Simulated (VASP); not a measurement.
# PbO2 (P4_2/mnm) in VASP: further runs, part 2 of 2

VASP 6.6.1. Earlier steps stand in the parts before.

## 3. Single point, PBE (15.26 Å³/atom)

This run uses another cell than the first one, of 15.26 Å³/atom.

Contents of INCAR:

```
ALGO = Normal ; EDIFF = 1E-6
ENCUT = 520 ; GGA = PE
ISIF = 2 ; ISMEAR = 0
LASPH = T ; LCHARG = F
LREAL = F ; LWAVE = F
NBANDS = 35 ; NELM = 60
PREC = Accurate ; SIGMA = 0.1
```

Contents of KPOINTS:

```
k-points
0
Gamma
  8 8 10
```

Contents of POSCAR:

```
PbO2
1.0
    5.1517704459      0.0000000000      0.0000000000
    0.0000000000      5.1517704459      0.0000000000
    0.0000000000      0.0000000000      3.4507126725
Pb O
2 4
Direct
    0.0000000000      0.0000000000      0.0000000000
    0.5000000000      0.5000000000      0.5000000000
    0.3087857110      0.3087857110      0.0000000000
    0.1912142890      0.8087857110      0.5000000000
    0.6912142890      0.6912142890      0.0000000000
    0.8087857110      0.1912142890      0.5000000000
```

Potentials or basis: VASP PAW PBE potentials, release 64 (Pb_d, O).

Launch:

```
$ cat potpaw_PBE.64/Pb_d/POTCAR potpaw_PBE.64/O/POTCAR > POTCAR
$ mpirun -np 1 vasp_std > vasp.out
```

OUTCAR:

```text
EDIFF = 1E-6
   ENCUT = 520
   GGA = PE
   ISIF = 2
   ISMEAR = 0
   LASPH = T
   LREAL = F
   NELM = 60
   PREC = Accurate

 ion  position               nearest neighbor table
   1  0.000  0.000  0.000-   4 2.22   6 2.22   4 2.22   6 2.22   5 2.25   3 2.25   2 4.03   2 4.03
                             2 4.03   2 4.03   2 4.03   2 4.03   2 4.03   2 4.03
   2  0.500  0.500  0.500-   3 2.22   5 2.22   3 2.22   5 2.22   4 2.25   6 2.25   1 4.03   1 4.03
                             1 4.03   1 4.03   1 4.03   1 4.03   1 4.03   1 4.03
   3  0.309  0.309  0.000-   2 2.22   2 2.22   1 2.25
   4  0.191  0.809  0.500-   1 2.22   1 2.22   2 2.25
   5  0.691  0.691  0.000-   2 2.22   2 2.22   1 2.25
   6  0.809  0.191  0.500-   1 2.22   1 2.22   2 2.25

  LATTYP: Found a simple tetragonal cell.
 ALAT       =     5.1517704459
 C/A-ratio  =     0.6698110307

  Lattice vectors:

 A1 = (   5.1517704459,   0.0000000000,   0.0000000000)
 A2 = (   0.0000000000,   5.1517704459,   0.0000000000)
 A3 = (   0.0000000000,   0.0000000000,   3.4507126725)

Analysis of symmetry for initial positions (statically):
[... 187 lines left out ...]
 cond. band min:       3.4695275348   @ k =   0.0000   0.0000   0.1000
 fundamental gap:      0.0456909153
 Fermi energy:         3.4425202154

 k-point     1 :       0.0000    0.0000    0.0000
  band No.  band energies     occupation
      1     -14.4051      2.00000
      2     -14.3963      2.00000
      3     -12.8923      2.00000
      4     -12.8923      2.00000
      5     -12.0483      2.00000
      6     -11.9341      2.00000
[... 901 lines left out ...]
     34      14.4298      0.00000
     35      15.2242      0.00000

 [... further k-points ...]

------------------------ aborting loop because EDIFF is reached ----------------------------------------

  FORCE on cell =-STRESS in cart. coord.  units (eV):
  Direction    XX          YY          ZZ          XY          YZ          ZX
  --------------------------------------------------------------------------------------
  -------------------------------------------------------------------------------------
  Total       -1.5863106     -1.5863106     -1.5311374     -0.0000000      0.0000000      0.0000000
  in kB      -27.7508947    -27.7508947    -26.7856959     -0.0000000      0.0000000      0.0000000
  external PRESSURE =     -27.4291618 kB  Pullay stress =       0.0000000 kB

 VOLUME and BASIS-vectors are now :
 -----------------------------------------------------------------------------
  energy-cutoff  :      520.00
  volume of cell :       91.58
      direct lattice vectors                 reciprocal lattice vectors
     5.151770446  0.000000000  0.000000000     0.194108028  0.000000000  0.000000000
     0.000000000  5.151770446  0.000000000     0.000000000  0.194108028  0.000000000
     0.000000000  0.000000000  3.450712672     0.000000000  0.000000000  0.289795209

 POSITION                                       TOTAL-FORCE (eV/Angst)
 -----------------------------------------------------------------------------------
      0.00000      0.00000      0.00000        -0.000000      0.000000      0.000000
      2.57589      2.57589      1.72536        -0.000000      0.000000      0.000000
      1.59079      1.59079      0.00000        -0.008587     -0.008587     -0.000000
      0.98509      4.16668      1.72536         0.008587     -0.008587     -0.000000
      3.56098      3.56098      0.00000         0.008587      0.008587      0.000000
      4.16668      0.98509      1.72536        -0.008587      0.008587      0.000000
 -----------------------------------------------------------------------------------
    total drift:                                0.000000     -0.000000     -0.000000

  FREE ENERGIE OF THE ION-ELECTRON SYSTEM (eV)
  ---------------------------------------------------
  free  energy   TOTEN  =       -31.8502600274 eV

  energy  without entropy=      -31.8466405429  energy(sigma->0) =      -31.84845029
```

OSZICAR:

```text
N       E                     dE             d eps       ncg     rms          rms(c)
DAV:   1     0.672194198383E+03    0.67219E+03   -0.25689E+04  6300   0.176E+03
DAV:   2     0.557491989109E+02   -0.61644E+03   -0.58514E+03  6875   0.489E+02
DAV:   3    -0.328092030080E+02   -0.88558E+02   -0.85764E+02  7628   0.203E+02
DAV:   4    -0.372526180421E+02   -0.44434E+01   -0.43996E+01  7901   0.483E+01
DAV:   5    -0.374079458040E+02   -0.15533E+00   -0.15507E+00  8427   0.927E+00    0.138E+01
DAV:   6    -0.319003568422E+02    0.55076E+01   -0.17918E+01  9551   0.482E+01    0.478E+00
DAV:   7    -0.318825663152E+02    0.17791E-01   -0.16854E+00  7844   0.101E+01    0.279E+00
DAV:   8    -0.318758623043E+02    0.67040E-02   -0.41115E-01  9493   0.539E+00    0.122E+00
DAV:   9    -0.318483566160E+02    0.27506E-01   -0.73716E-02  9455   0.331E+00    0.144E-01
DAV:  10    -0.318504137911E+02   -0.20572E-02   -0.12894E-02  6939   0.649E-01    0.146E-01
DAV:  11    -0.318502876389E+02    0.12615E-03   -0.40956E-04 10077   0.190E-01    0.625E-02
DAV:  12    -0.318502602423E+02    0.27397E-04   -0.10533E-04  7606   0.783E-02    0.163E-02
DAV:  13    -0.318502600274E+02    0.21498E-06   -0.64646E-06  7777   0.335E-02
   1 F= -.31850260E+02 E0= -.31848450E+02  d E =-.361948E-02
```

stdout:

```text
POSCAR found type information on POSCAR PbO
 POSCAR found :  2 types and       6 ions
 scaLAPACK will be used
 LDA part: xc-table for (Slater+PW92), standard interpolation
 POSCAR, INCAR and KPOINTS ok, starting setup
 FFT: planning ... GRIDC
 FFT: planning ... GRID_SOFT
 FFT: planning ... GRID
 WAVECAR not read
 entering main loop
```

It took 1.8 min on 1 thread of Intel Xeon 6975P-C (Granite Rapids), shared host; peak memory 0.35 GiB.

What came out:

| Property | Result |
| --- | --- |
| Free energy | -31.8503 eV |
| Pressure | -2.7 GPa |
| Largest force | 0.012 eV/Å |

Forces in eV/Å, atoms in the order of the input:
```
Pb   0.000  0.000  0.000
Pb   0.000  0.000  0.000
O   -0.009 -0.009  0.000
O    0.009 -0.009  0.000
O    0.009  0.009  0.000
O   -0.009  0.009  0.000
```

Stress tensor (GPa, compression positive):
```
-2.78  0.00  0.00
 0.00 -2.78  0.00
 0.00  0.00 -2.68
```

Caveat: spin-orbit coupling is left out, which moves the levels of the heavy elements.

## 4. Single point, PBE

This run uses another cell than the first one, of 15.26 Å³/atom.

Contents of INCAR:

```
SYSTEM = PbO2
PREC = Accurate ; ENCUT = 520
EDIFF = 1E-6 ; ISMEAR = 0
SIGMA = 0.1 ; LREAL = .FALSE.
LASPH = .TRUE. ; NELM = 80
ALGO = Normal ; ISIF = 2
LWAVE = .FALSE. ; LCHARG = .FALSE.
GGA = PE ; NBANDS = 35
```

Contents of KPOINTS:

```
regular mesh
0
G
  8 8 10
  0 0 0
```

POSCAR is that of step 3.

Launch:

```
$ cat potpaw_PBE.64/Pb_d/POTCAR potpaw_PBE.64/O/POTCAR > POTCAR
$ mpirun -np 1 vasp_std > vasp.out
```

It took 98 s on 1 thread of Intel Xeon 6975P-C (Granite Rapids), shared host; peak memory 0.35 GiB.

It converged, with:

| Item | Value |
| --- | --- |
| Free energy | -31.8503 eV |
| Pressure | -2.7 GPa |
| Largest force | 0.012 eV/Å |

Forces on the atoms (eV/Å):
```
Pb   0.000  0.000  0.000
Pb   0.000  0.000  0.000
O   -0.009 -0.009  0.000
O    0.009 -0.009  0.000
O    0.009  0.009  0.000
O   -0.009  0.009  0.000
```

Stress tensor (GPa, compression positive):
```
-2.78  0.00  0.00
 0.00 -2.78  0.00
 0.00  0.00 -2.68
```

Levels at points of the mesh, in eV from the Fermi level:
| k point | band 23 | band 24 | band 25 | band 26 | band 27 | band 28 | band 29 | band 30 |
| --- | --- | --- | --- | --- | --- | --- | --- | --- |
| (0.00, 0.00, 0.00) | -0.65 | -0.65 | -0.55 | -0.55 | 0.08 | 3.65 | 5.67 | 5.67 |
| (0.50, 0.00, 0.00) | -0.67 | -0.67 | -0.37 | -0.37 | 1.85 | 1.85 | 6.25 | 6.25 |
| (0.50, 0.50, 0.00) | -0.69 | -0.69 | -0.46 | -0.46 | 2.24 | 2.24 | 6.38 | 6.38 |
| (0.00, 0.00, 0.50) | -0.97 | -0.97 | -0.71 | -0.71 | 3.16 | 3.16 | 8.38 | 8.38 |
| (0.50, 0.00, 0.50) | -0.68 | -0.68 | -0.33 | -0.33 | 3.42 | 3.42 | 6.77 | 6.77 |
| (0.50, 0.50, 0.50) | -0.62 | -0.62 | -0.48 | -0.48 | 2.37 | 2.37 | 7.92 | 7.92 |

Caveat: spin-orbit coupling is left out, which moves the levels of the heavy elements.
